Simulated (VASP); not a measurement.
Write the native input for VASP 6.6.1 that does the following.

```yaml
Task: single point
Functional: r2SCAN
Potentials_or_basis: VASP PAW PBE potentials, release 64 (Si, C)
Cutoff: 520 eV
k_mesh: 8 × 8 × 8
Occupations: gaussian, width 0.01 eV
Spin: no spin polarisation
Dipole_correction: no
Further_INCAR_settings: ALGO = Normal; EDIFF = 1e-06; NBANDS = 11
```

SiC:

```
Si C
1.0
     0.00000    2.13359    2.13359
     2.13359    0.00000    2.13359
     2.13359    2.13359    0.00000
Si C
1 1
Direct
  0.00000 0.00000 0.00000
  0.25000 0.25000 0.25000
```

This cell differs from its parent crystal: volume changed by -6%.

One way to write it, as run:

POSCAR

```
SiC
1.0
    0.0000000000      2.1335898212      2.1335898212
    2.1335898212      0.0000000000      2.1335898212
    2.1335898212      2.1335898212      0.0000000000
Si C
1 1
Direct
    0.0000000000      0.0000000000      0.0000000000
    0.2500000000      0.2500000000      0.2500000000
```

INCAR.step1

```
SYSTEM = SiC
PREC = Accurate
ENCUT = 520
ISMEAR = 0
SIGMA = 0.01
LREAL = .FALSE.
LASPH = .TRUE.
NELM = 80
NBANDS = 11
GGA = PE
ALGO = Normal
EDIFF = 1E-4
LWAVE = .TRUE.
LCHARG = .FALSE.
```

INCAR.step2

```
SYSTEM = SiC
PREC = Accurate
ENCUT = 520
EDIFF = 1E-6
ISMEAR = 0
SIGMA = 0.01
LREAL = .FALSE.
LASPH = .TRUE.
NELM = 80
ALGO = Normal
ISIF = 2
LWAVE = .FALSE.
LCHARG = .FALSE.
METAGGA = R2SCAN
LMIXTAU = .TRUE.
NBANDS = 11
ISTART = 1
```

KPOINTS

```
Automatic mesh
0
G
  8 8 8
  0 0 0
```

Potentials or basis: VASP PAW PBE potentials, release 64 (Si, C).

Run with:

```sh
$ cat potpaw_PBE.64/Si/POTCAR potpaw_PBE.64/C/POTCAR > POTCAR
$ cp INCAR.step1 INCAR
$ mpirun -np 1 vasp_std > vasp.out
$ cp INCAR.step2 INCAR
$ mpirun -np 1 vasp_std > vasp.out
```

It gave:

```yaml
Pressure: 15.6 GPa
Band_gap_on_the_k_mesh: 1.68 eV, indirect (least direct gap 5.14 eV)
```

Caveat: the PAW data sets were made with another functional, which shifts forces and pressure a little.

Wall time 44 s on 1 thread of Intel Xeon 8259CL, with other jobs on the host, peak memory 0.14 GiB.
